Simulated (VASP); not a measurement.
# Nd (P6_3/mmc) in VASP: single point with PBE

Aim: the single point of Nd with PBE.

Everything below comes from runs of VASP 6.6.1. Logs are shortened: lines on timing, memory, paths and dates and some standing lists are left out, and cuts for length are marked.

## (1) The cell of the first run

Symmetry: P6_3/mmc, No. 194, hexagonal system. Conventional cell: a = 3.657 Å, b = 3.657 Å, c = 5.902 Å, α = 90.00°, β = 90.00°, γ = 120.00°. Nd (site symmetry -6m2) has 12 Nd at 3.63 to 3.66 Å within 4.8 Å.

## (2) Single point, PBE, collinear spin, ferromagnetic start

INCAR reads:

```
SYSTEM = Nd
  PREC = Accurate
  ENCUT = 520
  EDIFF = 1E-6
  ISMEAR = -1
  SIGMA = 0.05
  LREAL = .False.
  LASPH = .True.
  NELM = 150
  ALGO = Normal
  ISIF = 2
  LWAVE = .False.
  LCHARG = .False.
  ISPIN = 2
  MAGMOM = 4.5 4.5
  LORBIT = 11
  LMAXMIX = 6
  GGA = PE
  NBANDS = 25
```

KPOINTS reads:

```
Automatic mesh
0
Gamma
  8 8 5
  0 0 0
```

POSCAR reads:

```
Nd
1.0
    3.6570000000      0.0000000000      0.0000000000
   -1.8285000000      3.1670549016      0.0000000000
    0.0000000000      0.0000000000      5.9020000000
Nd
2
Direct
    0.6666666667      0.3333333333      0.7500000000
    0.3333333333      0.6666666667      0.2500000000
```

Potentials or basis: VASP PAW PBE potentials, release 64 (Nd).

Launch:

```bash
cat potpaw_PBE.64/Nd/POTCAR > POTCAR
mpirun -np 1 vasp_std > vasp.out
```

OUTCAR:

```text
SYSTEM = Nd
   PREC = Accurate
   ENCUT = 520
   EDIFF = 1E-6
   ISMEAR = -1
   LREAL = .False.
   LASPH = .True.
   NELM = 150
   ISIF = 2
   ISPIN = 2
   LORBIT = 11
   GGA = PE

 ion  position               nearest neighbor table
   1  0.667  0.333  0.750-
   2  0.333  0.667  0.250-

  LATTYP: Found a hexagonal cell.
 ALAT       =     3.6570000000
 C/A-ratio  =     1.6138911676

  Lattice vectors:

 A1 = (   3.6570000000,   0.0000000000,   0.0000000000)
 A2 = (  -1.8285000000,   3.1670549016,   0.0000000000)
 A3 = (   0.0000000000,   0.0000000000,   5.9020000000)

Analysis of symmetry for initial positions (statically):
=====================================================================
 Subroutine PRICEL returns:
 Original cell was already a primitive cell.

 Routine SETGRP: Setting up the symmetry group for a
 hexagonal supercell.

 Subroutine GETGRP returns: Found 24 space group operations
 (whereof 12 operations were pure point group operations)
 out of a pool of 24 trial point group operations.

The static configuration has the point symmetry D_3d.
 The point group associated with its full space group is D_6h.

Analysis of symmetry for dynamics (positions and initial velocities):
=====================================================================
 Subroutine PRICEL returns:
 Original cell was already a primitive cell.

 Routine SETGRP: Setting up the symmetry group for a
 hexagonal supercell.

 Subroutine GETGRP returns: Found 24 space group operations
 (whereof 12 operations were pure point group operations)
 out of a pool of 24 trial point group operations.

The dynamic configuration has the point symmetry D_3d.
 The point group associated with its full space group is D_6h.

Analysis of structural, dynamic, and magnetic symmetry:
=====================================================================
 Subroutine PRICEL returns:
 Original cell was already a primitive cell.

 Routine SETGRP: Setting up the symmetry group for a
 hexagonal supercell.

 Subroutine GETGRP returns: Found 24 space group operations
 (whereof 12 operations were pure point group operations)
 out of a pool of 24 trial point group operations.

The overall configuration has the point symmetry D_3d.
 The point group associated with its full space group is D_6h.

 Subroutine INISYM returns: Found 24 space group operations
 (whereof 12 operations are pure point group operations),
 and found     1 'primitive' translations

----------------------------------------------------------------------------------------

                                     Primitive cell

  volume of cell :      68.3565

  direct lattice vectors                    reciprocal lattice vectors
     3.657000000  0.000000000  0.000000000     0.273448182  0.157875381  0.000000000
    -1.828500000  3.167054902  0.000000000     0.000000000  0.315750762  0.000000000
     0.000000000  0.000000000  5.902000000     0.000000000  0.000000000  0.169434090

  length of vectors
     3.657000000  3.657000000  5.902000000     0.315750762  0.315750762  0.169434090

  position of ions in fractional coordinates (direct lattice)
     0.666666667  0.333333333  0.750000000
     0.333333333  0.666666667  0.250000000

  ion indices of the primitive-cell ions
   primitive index   ion index
                 1           1
                 2           2

----------------------------------------------------------------------------------------

 KPOINTS: Automatic mesh

Automatic generation of k-mesh.
 Grid dimensions read from file:
 generate k-points for:    8    8    5

 Generating k-lattice:

  Cartesian coordinates                     Fractional coordinates (reciprocal lattice)
     0.034181023  0.019734423  0.000000000     0.125000000 -0.000000000  0.000000000
     0.000000000  0.039468845  0.000000000     0.000000000  0.125000000  0.000000000
     0.000000000  0.000000000  0.033886818     0.000000000  0.000000000  0.200000000

  Length of vectors
     0.039468845  0.039468845  0.033886818

  Shift w.r.t. Gamma in fractional coordinates (k-lattice)
     0.000000000  0.000000000  0.000000000

 Subroutine IBZKPT returns following result:
 ===========================================

 Found     30 irreducible k-points:

 Following reciprocal coordinates:
            Coordinates               Weight
  0.000000  0.000000  0.000000      1.000000
  0.125000  0.000000  0.000000      6.000000
  0.250000  0.000000  0.000000      6.000000
  0.375000  0.000000  0.000000      6.000000
  0.500000  0.000000  0.000000      3.000000
  0.125000  0.125000  0.000000      6.000000
[... 16 lines left out ...]
  0.250000  0.000000  0.400000     12.000000
  0.375000  0.000000  0.400000     12.000000
 [... further k-points ...]
   k-points           NKPTS =     30   k-points in BZ     NKDIM =     30   number of bands    NBANDS=     25
   number of dos      NEDOS =    301   number of ions     NIONS =      2
   total plane-waves  NPLWV =  37632
   dimension x,y,z NGX =    28 NGY =   28 NGZ =   48
   dimension x,y,z NGXF=    56 NGYF=   56 NGZF=   96
   ions per type =               2
   NGX,Y,Z   is equivalent  to a cutoff of  12.73, 12.73, 13.52 a.u.
   NGXF,Y,Z  is equivalent  to a cutoff of  25.46, 25.46, 27.04 a.u.
 SYSTEM =  Nd
   PREC   = accura    normal or accurate (medium, high low for compatibility)
   ISTART =      0    job   : 0-new  1-cont  2-samecut
   ICHARG =      2    charge: 1-file 2-atom 10-const
   ISPIN  =      2    spin polarized calculation?
   LNONCOLLINEAR =      F non collinear calculations
   LSORBIT =      F    spin-orbit coupling
   LASPH  =      T    aspherical Exc in radial PAW
   ENCUT  =  520.0 eV  38.22 Ry    6.18 a.u.   6.80  6.80 10.97*2*pi/ulx,y,z
   NELM   =    150;   NELMIN=  2; NELMDL= -5     # of ELM steps
   EDIFF  = 0.1E-05   stopping-criterion for ELM
   LREAL  =      F    real-space projection
   EDIFFG = 0.1E-04   stopping-criterion for IOM
   NSW    =      0    number of steps for IOM
   IBRION =     -1    ionic relax: 0-MD 1-quasi-New 2-CG
   NFREE  =      0    steps in history (QN), initial steepest desc. (CG)
   ISIF   =      2    stress and relaxation
   ISYM   =      2    0-nonsym 1-usesym 2-fastsym
   POTIM  = 0.5000    time-step for ionic-motion
   TEBEG  =    0.0;   TEEND  =   0.0 temperature during run
   PSTRESS=    0.0 pullay stress
   NELECT =      28.0000    total number of electrons
   NUPDOWN=      -1.0000    fix difference up-down
   EMIN   =  10.00;   EMAX   =-10.00  energy-range for DOS
   EFERMI =   0.00;   METHOD = LEGACY
   ISMEAR =    -1;   SIGMA  =   0.05  broadening in eV -4-tet -1-fermi 0-gaus
   EFERMI_NEDOS =   21; number of points for ismear=-14 and -15
   IALGO  =     38    algorithm
   IMIX   =      4    mixing-type and parameters
     AMIX     =   0.40;   BMIX     =  1.00
     AMIX_MAG =   1.60;   BMIX_MAG =  1.00
  volume/ion in A,a.u.               =      34.18       230.65
  Fermi-wavevector in a.u.,A,eV,Ry     =   1.215815  2.297558 20.112224  1.478207
  Thomas-Fermi vector in A             =   2.351190
   LORBIT       =     11    0 simple, 1 ext, 2 COOP (PROOUT), +10 PAW based schemes
   GGA     = PE    functional components
   LHFCALC =     F    Hartree Fock is set to
   AEXX    =    0.0000 exact exchange contribution
   IVDW    =     0    specifies the selected vdW correction
   LEPSILON=     F    determine dielectric tensor
   LRPA    =     F    only Hartree local field effects (RPA)
 spin polarized calculation
  energy-cutoff  :      520.00
  volume of cell :       68.36
 maximum number of plane-waves:      1858
 NGX is ok and might be reduce to    28
   NGX = 13   NGY = 13   NGZ = 21

 number of electron      28.0000007 magnetization       8.2278552

 Free energy of the ion-electron system (eV)
  ---------------------------------------------------
  ext. energy  EPLUGINS =         0.00000000
  ---------------------------------------------------
  free energy    TOTEN  =       -12.99438888 eV

  energy without entropy =      -12.93711836  energy(sigma->0) =      -12.96575362

 E-fermi :   4.6598     XC(G=0):  -9.8849

 val. band max:        4.6585539563   @ k =   0.3750   0.1250   0.2000
 cond. band min:       4.6606846748   @ k =   0.2500   0.1250   0.4000
 fundamental gap:      0.0021307185
 Fermi energy:         4.6597529047

 spin component 1

 k-point     1 :       0.0000    0.0000    0.0000
  band No.  band energies     occupation
      1     -32.6834      1.00000
      2     -32.5341      1.00000
      3     -14.4976      1.00000
      4     -13.5019      1.00000
      5     -13.5019      1.00000
      6     -13.3401      1.00000
[... 17 lines left out ...]
     24       5.2854      0.00000
     25       6.3097      0.00000
[... 621 lines left out ...]
      3     -14.3775      1.00000
      4     -14.3012      1.00000
      5     -13.7014      1.00000
      6     -13.6392      1.00000
[... 17 lines left out ...]
     24       5.1604      0.00004
     25       5.5470      0.00000

 [... further k-points ...]

 spin component 2

 k-point     1 :       0.0000    0.0000    0.0000
  band No.  band energies     occupation
      1     -31.0429      1.00000
      2     -30.8809      1.00000
      3     -13.2175      1.00000
      4     -12.2030      1.00000
      5     -12.2030      1.00000
      6     -12.0340      1.00000
[... 17 lines left out ...]
     24       7.6344      0.00000
     25       7.6502      0.00000
[... 621 lines left out ...]
      3     -13.1190      1.00000
      4     -13.0398      1.00000
      5     -12.3816      1.00000
      6     -12.3497      1.00000
[... 17 lines left out ...]
     24       7.3569      0.00000
     25       7.3684      0.00000

 [... further k-points ...]

------------------------ aborting loop because EDIFF is reached ----------------------------------------

  FORCE on cell =-STRESS in cart. coord.  units (eV):
  Direction    XX          YY          ZZ          XY          YZ          ZX
  --------------------------------------------------------------------------------------
  -------------------------------------------------------------------------------------
  Total        0.2356106      0.2356106     -0.0097312      0.0000000     -0.0000000      0.0000000
  in kB        5.5223713      5.5223713     -0.2280862      0.0000000     -0.0000000      0.0000000
  external PRESSURE =       3.6055521 kB  Pullay stress =       0.0000000 kB

 VOLUME and BASIS-vectors are now :
 -----------------------------------------------------------------------------
  energy-cutoff  :      520.00
  volume of cell :       68.36
      direct lattice vectors                 reciprocal lattice vectors
     3.657000000  0.000000000  0.000000000     0.273448182  0.157875381  0.000000000
    -1.828500000  3.167054902  0.000000000     0.000000000  0.315750762  0.000000000
     0.000000000  0.000000000  5.902000000     0.000000000  0.000000000  0.169434090

 POSITION                                       TOTAL-FORCE (eV/Angst)
 -----------------------------------------------------------------------------------
      1.82850      1.05568      4.42650        -0.000000      0.000000      0.000000
     -0.00000      2.11137      1.47550         0.000000     -0.000000      0.000000
 -----------------------------------------------------------------------------------
    total drift:                               -0.000000      0.000000     -0.000000

  FREE ENERGIE OF THE ION-ELECTRON SYSTEM (eV)
  ---------------------------------------------------
  free  energy   TOTEN  =       -12.9943888772 eV

  energy  without entropy=      -12.9371183611  energy(sigma->0) =      -12.96575362

 total charge

# of ion       s       p       d       f       tot
--------------------------------------------------
    1        2.025   5.364   0.559   3.267  11.215
    2        2.025   5.364   0.559   3.267  11.215
--------------------------------------------------
tot          4.051  10.727   1.118   6.533  22.430

 magnetization (x)

# of ion       s       p       d       f       tot
--------------------------------------------------
    1       -0.003  -0.092   0.215   3.241   3.361
    2       -0.003  -0.092   0.215   3.241   3.361
--------------------------------------------------
tot         -0.006  -0.183   0.430   6.481   6.722
```

Run time: 98 s. Hardware: 1 thread of Intel Xeon 6975P-C (Granite Rapids), shared host; peak memory 0.26 GiB.

What came out:

```yaml
Free_energy: -12.9944 eV
Pressure: 0.4 GPa
Net_moment: 8.23 μB per cell
Site_moments: Nd +3.36 μB
Valence_electrons_inside_the_program's_atomic_spheres: Nd 11.21
```

Stress tensor (GPa, compression positive):
```
 0.55  0.00  0.00
 0.00  0.55  0.00
 0.00  0.00 -0.02
```

Levels at points of the mesh, in eV from the Fermi level:
Spin up:
```csv
k point,band 15,band 16,band 17,band 18,band 19,band 20,band 21,band 22
"(0.00, 0.00, 0.00)",-0.28,-0.27,0.01,0.14,0.14,0.17,0.20,0.20
"(0.50, 0.00, 0.00)",-0.45,-0.39,-0.20,0.05,0.15,0.30,0.36,0.39
```
Spin down:
```tsv
k point	band 7	band 8	band 9	band 10	band 11	band 12	band 13	band 14
(0.00, 0.00, 0.00)	-16.69	-16.58	-3.13	-1.02	1.55	1.77	1.82	1.91
(0.50, 0.00, 0.00)	-16.90	-16.84	-0.80	-0.50	-0.49	1.68	1.72	1.80
```

Caveat: the magnetic or orbital state may not be the lowest; spin-orbit coupling is left out, which moves the levels of the heavy elements; semilocal functionals describe open f shells poorly, which spoils levels, moments and volumes. The state reached can hang on the start; a lower one may exist.
